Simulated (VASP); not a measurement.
# Ag (P-3m1) in VASP: single point with PBEsol

Aim: the single point of Ag with PBEsol.

Everything below comes from runs of VASP 6.6.1. Logs are shortened: lines on timing, memory, paths and dates and some standing lists are left out, and cuts for length are marked.

## (1) The cell of the first run

The structure is trigonal, space group P-3m1 (No. 164). The conventional cell has a = 2.867 Å, b = 2.867 Å, c = 14.322 Å, α = 90.00°, β = 90.00°, γ = 120.00°. Ag (site symmetry 3m) has 12 Ag at 2.87 Å within 3.8 Å. Within 3.8 Å of Ag (site symmetry 3m) lie 12 Ag at 2.87 to 3.08 Å. Within 3.8 Å of Ag (site symmetry 3m) lie 12 Ag at 2.87 Å.

## (2) Single point, PBEsol (the distance across one plane changed)

Contents of INCAR:

```
ALGO     = Fast           # electronic algorithm
EDIFF    = 1E-7           # SCF threshold, eV
ENCUT    = 520            # plane-wave cutoff, eV
GGA      = PS             # functional
ISIF     = 2              # what is computed and relaxed
ISMEAR   = 0              # smearing method
LASPH    = T              # aspherical terms in the spheres
LCHARG   = F              # write CHGCAR
LREAL    = F              # projectors in reciprocal space
LWAVE    = F              # write WAVECAR
NBANDS   = 42             # bands
NELM     = 80             # most SCF steps
PREC     = Accurate       # precision mode
SIGMA    = 0.15           # smearing width, eV
```

Contents of KPOINTS:

```
k-points
0
Gamma
  24 24 5
```

Contents of POSCAR:

```
Ag
1.0
   -2.8670626753      0.0000000000      0.0000000000
   -1.4335313377     -2.4829491111      0.0000000000
    0.0000000000      0.0000000000     14.3221448197
Ag
6
Direct
    0.3333333333      0.3333333333      0.7368920097
    0.3333333333      0.3333333333      0.0818623337
    0.3333333333      0.3333333333      0.4093771717
    0.6666666667      0.6666666667      0.9006494287
    0.6666666667      0.6666666667      0.2456197527
    0.6666666667      0.6666666667      0.5731345907
```

Potentials or basis: VASP PAW PBE potentials, release 64 (Ag).

Command:

```
$ cat potpaw_PBE.64/Ag/POTCAR > POTCAR
$ mpirun -np 1 vasp_std > vasp.out
```

OUTCAR:

```text
EDIFF = 1E-7
   ENCUT = 520
   GGA = PS
   ISIF = 2
   ISMEAR = 0
   LASPH = T
   LREAL = F
   NELM = 80
   PREC = Accurate

 ion  position               nearest neighbor table
   1  0.333  0.333  0.737-   4 2.87   6 2.87   4 2.87   6 2.87   4 2.87   6 2.87
   2  0.333  0.333  0.082-   5 2.87   5 2.87   5 2.87   4 3.08   4 3.08   4 3.08
   3  0.333  0.333  0.409-   5 2.87   6 2.87   5 2.87   6 2.87   5 2.87   6 2.87
   4  0.667  0.667  0.901-   1 2.87   1 2.87   1 2.87   2 3.08   2 3.08   2 3.08
   5  0.667  0.667  0.246-   2 2.87   3 2.87   2 2.87   3 2.87   2 2.87   3 2.87
   6  0.667  0.667  0.573-   1 2.87   3 2.87   1 2.87   3 2.87   1 2.87   3 2.87

  LATTYP: Found a hexagonal cell.
 ALAT       =     2.8670626754
 C/A-ratio  =     4.9954069518

  Lattice vectors:

 A1 = (   1.4335313377,   2.4829491111,   0.0000000000)
 A2 = (  -2.8670626753,   0.0000000000,   0.0000000000)
 A3 = (   0.0000000000,   0.0000000000,  14.3221448197)

Analysis of symmetry for initial positions (statically):
=====================================================================
 Subroutine PRICEL returns:
 Original cell was already a primitive cell.

 Routine SETGRP: Setting up the symmetry group for a
 hexagonal supercell.

 Subroutine GETGRP returns: Found 12 space group operations
 (whereof  6 operations were pure point group operations)
 out of a pool of 24 trial point group operations.

The static configuration has the point symmetry C_3v.
 The point group associated with its full space group is D_3d.

Analysis of symmetry for dynamics (positions and initial velocities):
=====================================================================
 Subroutine PRICEL returns:
 Original cell was already a primitive cell.

 Routine SETGRP: Setting up the symmetry group for a
 hexagonal supercell.

 Subroutine GETGRP returns: Found 12 space group operations
 (whereof  6 operations were pure point group operations)
 out of a pool of 24 trial point group operations.

The dynamic configuration has the point symmetry C_3v.
 The point group associated with its full space group is D_3d.

 Subroutine INISYM returns: Found 12 space group operations
 (whereof  6 operations are pure point group operations),
 and found     1 'primitive' translations

----------------------------------------------------------------------------------------

                                     Primitive cell

  volume of cell :     101.9561

  direct lattice vectors                    reciprocal lattice vectors
    -2.867062675  0.000000000  0.000000000    -0.348789027  0.201373438  0.000000000
    -1.433531338 -2.482949111  0.000000000     0.000000000 -0.402746877  0.000000000
     0.000000000  0.000000000 14.322144820     0.000000000  0.000000000  0.069821944

  length of vectors
     2.867062675  2.867062675 14.322144820     0.402746877  0.402746877  0.069821944

  position of ions in fractional coordinates (direct lattice)
     0.333333333  0.333333333  0.736892010
     0.333333333  0.333333333  0.081862334
     0.333333333  0.333333333  0.409377172
     0.666666667  0.666666667  0.900649429
     0.666666667  0.666666667  0.245619753
     0.666666667  0.666666667  0.573134591

  ion indices of the primitive-cell ions
   primitive index   ion index
                 1           1
                 2           2
                 3           3
                 4           4
                 5           5
                 6           6

----------------------------------------------------------------------------------------

 KPOINTS: k-points

Automatic generation of k-mesh.
 Grid dimensions read from file:
 generate k-points for:   24   24    5

 Generating k-lattice:

  Cartesian coordinates                     Fractional coordinates (reciprocal lattice)
    -0.014532876  0.008390560  0.000000000     0.041666667  0.000000000  0.000000000
     0.000000000 -0.016781120  0.000000000     0.000000000  0.041666667  0.000000000
     0.000000000  0.000000000  0.013964389     0.000000000  0.000000000  0.200000000

  Length of vectors
     0.016781120  0.016781120  0.013964389

  Shift w.r.t. Gamma in fractional coordinates (k-lattice)
     0.000000000  0.000000000  0.000000000

 Subroutine IBZKPT returns following result:
 ===========================================

 Found    279 irreducible k-points:

 Following reciprocal coordinates:
            Coordinates               Weight
  0.000000  0.000000  0.000000      1.000000
  0.041667  0.000000  0.000000      6.000000
  0.083333 -0.000000  0.000000      6.000000
  0.125000  0.000000  0.000000      6.000000
  0.166667 -0.000000  0.000000      6.000000
  0.208333  0.000000  0.000000      6.000000
[... 16 lines left out ...]
  0.458333  0.041667  0.000000     12.000000
  0.500000  0.041667  0.000000     12.000000
 [... further k-points ...]
   k-points           NKPTS =    279   k-points in BZ     NKDIM =    279   number of bands    NBANDS=     42
   number of dos      NEDOS =    301   number of ions     NIONS =      6
   total plane-waves  NPLWV =  62208
   dimension x,y,z NGX =    24 NGY =   24 NGZ =  108
   dimension x,y,z NGXF=    48 NGYF=   48 NGZF=  216
   ions per type =               6
   NGX,Y,Z   is equivalent  to a cutoff of  13.92, 13.92, 12.54 a.u.
   NGXF,Y,Z  is equivalent  to a cutoff of  27.83, 27.83, 25.07 a.u.
 SYSTEM =  unknown system
   PREC   = accura    normal or accurate (medium, high low for compatibility)
   ISTART =      0    job   : 0-new  1-cont  2-samecut
   ICHARG =      2    charge: 1-file 2-atom 10-const
   ISPIN  =      1    spin polarized calculation?
   LNONCOLLINEAR =      F non collinear calculations
   LSORBIT =      F    spin-orbit coupling
   LASPH  =      T    aspherical Exc in radial PAW
   ENCUT  =  520.0 eV  38.22 Ry    6.18 a.u.   5.33  5.33 26.63*2*pi/ulx,y,z
   NELM   =     80;   NELMIN=  2; NELMDL= -5     # of ELM steps
   EDIFF  = 0.1E-06   stopping-criterion for ELM
   LREAL  =      F    real-space projection
   EDIFFG = 0.1E-05   stopping-criterion for IOM
   NSW    =      0    number of steps for IOM
   IBRION =     -1    ionic relax: 0-MD 1-quasi-New 2-CG
   NFREE  =      0    steps in history (QN), initial steepest desc. (CG)
   ISIF   =      2    stress and relaxation
   ISYM   =      2    0-nonsym 1-usesym 2-fastsym
   POTIM  = 0.5000    time-step for ionic-motion
   TEBEG  =    0.0;   TEEND  =   0.0 temperature during run
   PSTRESS=    0.0 pullay stress
   NELECT =      66.0000    total number of electrons
   NUPDOWN=      -1.0000    fix difference up-down
   EMIN   =  10.00;   EMAX   =-10.00  energy-range for DOS
   EFERMI =   0.00;   METHOD = LEGACY
   ISMEAR =     0;   SIGMA  =   0.15  broadening in eV -4-tet -1-fermi 0-gaus
   EFERMI_NEDOS =   21; number of points for ismear=-14 and -15
   IALGO  =     68    algorithm
   IMIX   =      4    mixing-type and parameters
     AMIX     =   0.40;   BMIX     =  1.00
     AMIX_MAG =   1.60;   BMIX_MAG =  1.00
  volume/ion in A,a.u.               =      16.99       114.67
  Fermi-wavevector in a.u.,A,eV,Ry     =   1.416180  2.676192 27.287379  2.005566
  Thomas-Fermi vector in A             =   2.537541
   LORBIT       =      0    0 simple, 1 ext, 2 COOP (PROOUT), +10 PAW based schemes
   GGA     = PS    functional components
   LHFCALC =     F    Hartree Fock is set to
   AEXX    =    0.0000 exact exchange contribution
   IVDW    =     0    specifies the selected vdW correction
   LEPSILON=     F    determine dielectric tensor
   LRPA    =     F    only Hartree local field effects (RPA)
 non-spin polarized calculation
 RMM-DIIS sequential band-by-band and
 Gauss-broadening in eV      SIGMA  =   0.15
  energy-cutoff  :      520.00
  volume of cell :      101.96
 maximum number of plane-waves:      2790
 NGX is ok and might be reduce to    24
   NGX = 11   NGY = 11   NGZ = 53

 number of electron      65.9999986 magnetization

 Free energy of the ion-electron system (eV)
  ---------------------------------------------------
  ext. energy  EPLUGINS =         0.00000000
  ---------------------------------------------------
  free energy    TOTEN  =       -19.75981651 eV

  energy without entropy =      -19.74192986  energy(sigma->0) =      -19.75087318

 E-fermi :   8.2774     XC(G=0): -12.4272

 val. band max:        8.2751190377   @ k =   0.2083   0.2917   0.2000
 cond. band min:       8.2847069213   @ k =   0.0833  -0.0000   0.0000
 fundamental gap:      0.0095878835
 Fermi energy:         8.2773915915

 k-point     1 :       0.0000    0.0000    0.0000
  band No.  band energies     occupation
      1       0.3917      2.00000
      2       1.1046      2.00000
      3       1.2823      2.00000
      4       1.7896      2.00000
      5       1.8968      2.00000
      6       1.9935      2.00000
[... 34 lines left out ...]
     41      22.2430      0.00000
     42      24.0233      0.00000

 k-point     2 :       0.0417    0.0000    0.0000
  band No.  band energies     occupation
      1       0.4411      2.00000
      2       1.1509      2.00000
      3       1.3287      2.00000
      4       1.8210      2.00000
      5       1.9337      2.00000
      6       2.0309      2.00000
[... 34 lines left out ...]
     41      22.2816      0.00000
     42      23.9776      0.00000

 k-point     3 :       0.0833   -0.0000    0.0000
  band No.  band energies     occupation
      1       0.5869      2.00000
      2       1.2856      2.00000
      3       1.4635      2.00000
      4       1.9104      2.00000
      5       2.0399      2.00000
      6       2.1389      2.00000
[... 34 lines left out ...]
     41      22.3897      0.00000
     42      23.5121      0.00000

 k-point     4 :       0.1250    0.0000    0.0000
  band No.  band energies     occupation
      1       0.8215      2.00000
      2       1.4939      2.00000
      3       1.6705      2.00000
      4       2.0423      2.00000
      5       2.1993      2.00000
      6       2.3021      2.00000
[... 844 lines left out ...]
     41      15.7731      0.00000
     42      15.8712      0.00000

 k-point    23 :       0.4583    0.0417    0.0000
  band No.  band energies     occupation
      1       1.8704      2.00000
      2       1.8746      2.00000
      3       1.9449      2.00000
      4       2.1061      2.00000
      5       2.1948      2.00000
      6       2.2930      2.00000
[... 34 lines left out ...]
     41      14.7560      0.00000
     42      14.8593      0.00000

 k-point    24 :       0.5000    0.0417    0.0000
  band No.  band energies     occupation
      1       1.8422      2.00000
      2       1.8449      2.00000
      3       1.9096      2.00000
      4       2.0696      2.00000
      5       2.1582      2.00000
      6       2.2789      2.00000
[... 34 lines left out ...]
     41      14.9993      0.00000
     42      15.3473      0.00000

 [... further k-points ...]

------------------------ aborting loop because EDIFF is reached ----------------------------------------

  FORCE on cell =-STRESS in cart. coord.  units (eV):
  Direction    XX          YY          ZZ          XY          YZ          ZX
  --------------------------------------------------------------------------------------
  -------------------------------------------------------------------------------------
  Total       -0.8692655     -0.8692655     -1.4735221     -0.0000000      0.0000000     -0.0000000
  in kB      -13.6599762    -13.6599762    -23.1554997     -0.0000000      0.0000000     -0.0000000
  external PRESSURE =     -16.8251507 kB  Pullay stress =       0.0000000 kB

 VOLUME and BASIS-vectors are now :
 -----------------------------------------------------------------------------
  energy-cutoff  :      520.00
  volume of cell :      101.96
      direct lattice vectors                 reciprocal lattice vectors
    -2.867062675  0.000000000  0.000000000    -0.348789027  0.201373438  0.000000000
    -1.433531338 -2.482949111  0.000000000     0.000000000 -0.402746877  0.000000000
     0.000000000  0.000000000 14.322144820     0.000000000  0.000000000  0.069821944

 POSITION                                       TOTAL-FORCE (eV/Angst)
 -----------------------------------------------------------------------------------
     -1.43353     -0.82765     10.55387         0.000000      0.000000      0.027928
     -1.43353     -0.82765      1.17244        -0.000000      0.000000     -0.483761
     -1.43353     -0.82765      5.86316         0.000000     -0.000000     -0.005209
     -2.86706     -1.65530     12.89923         0.000000      0.000000      0.483761
     -2.86706     -1.65530      3.51780        -0.000000     -0.000000     -0.027928
     -2.86706     -1.65530      8.20852        -0.000000     -0.000000      0.005209
 -----------------------------------------------------------------------------------
    total drift:                                0.000000      0.000000     -0.000005

  FREE ENERGIE OF THE ION-ELECTRON SYSTEM (eV)
  ---------------------------------------------------
  free  energy   TOTEN  =       -19.7598165077 eV

  energy  without entropy=      -19.7419298600  energy(sigma->0) =      -19.75087318
```

Run time: 17 min. Hardware: 1 thread of Intel Xeon Platinum 8488C (Sapphire Rapids), shared host; peak memory 0.85 GiB.

Results:

- Free energy: -19.7598 eV
- Pressure: -1.7 GPa
- Largest force: 0.484 eV/Å
- Band gap on the k mesh: zero (bands 33 and 34 overlap by 6.53 eV)

Forces in eV/Å, atoms in the order of the input:
```
Ag   0.000  0.000  0.028
Ag   0.000  0.000 -0.484
Ag   0.000  0.000 -0.005
Ag   0.000  0.000  0.484
Ag   0.000  0.000 -0.028
Ag   0.000  0.000  0.005
```

Caveat: the cell differs from its parent crystal (the distance across one plane changed); the PAW data sets were made with another functional, which shifts forces and pressure a little.
